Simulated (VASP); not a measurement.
CoO: single point with PBE+U

CoO:

```
CELL_PARAMETERS angstrom
0.00000 2.18440 2.18440
2.18440 0.00000 2.18440
2.18440 2.18440 0.00000
ATOMIC_POSITIONS crystal
Co 0.00000 0.00000 0.00000
O 0.25000 0.25000 0.25000
```

```
Program                : VASP 6.6.1
Task                   : single point
Functional             : PBE
Potentials or basis    : VASP PAW PBE potentials, release 64 (Co, O)
Cutoff                 : 520 eV
k mesh                 : 14 × 14 × 14
Occupations            : gaussian, width 0.02 eV
Spin                   : no spin polarisation
Hubbard terms          : Co d U = 3.32 eV
Dipole correction      : no
Further INCAR settings : ALGO = Normal; EDIFF = 1e-07; NBANDS = 14
```

| Quantity | Value |
| --- | --- |
| Pressure | -3.8 GPa |
| Band gap on the k mesh | zero (an odd number of electrons rules out a gap without spin polarisation) |

Levels at points of the mesh, in eV from the Fermi level:
| k point | band 5 | band 6 | band 7 | band 8 | band 9 | band 10 |
| --- | --- | --- | --- | --- | --- | --- |
| (0.00, 0.00, 0.00) | -2.28 | -2.28 | 0.57 | 1.51 | 1.51 | 1.51 |
| (0.50, 0.00, 0.00) | -1.98 | -1.98 | -1.19 | 0.51 | 0.51 | 6.42 |
| (0.50, 0.50, 0.00) | -2.17 | -1.88 | -1.46 | -0.44 | -0.44 | 6.05 |

Eigenvalues of the final occupation matrices:
```tsv
site	spin	trace	eigenvalues
site 1 d	1	3.75	0.64 0.64 0.64 0.92 0.92
site 1 d	2	3.75	0.64 0.64 0.64 0.92 0.92
```

Wall time 22 s on 1 thread of AMD EPYC 9R45 96-Core Processor (Zen 5) (shared host), peak memory 0.13 GiB.

Caveat: the cell stands under tension; an odd number of electrons without spin polarisation forces a metal; a magnetic or distorted state may lie lower; the run has no spin polarisation, though such a crystal can be magnetic; U without spin polarisation on a metal has little footing. Spin polarisation is off, so any magnetic state and its effect on volume and gap are missing.
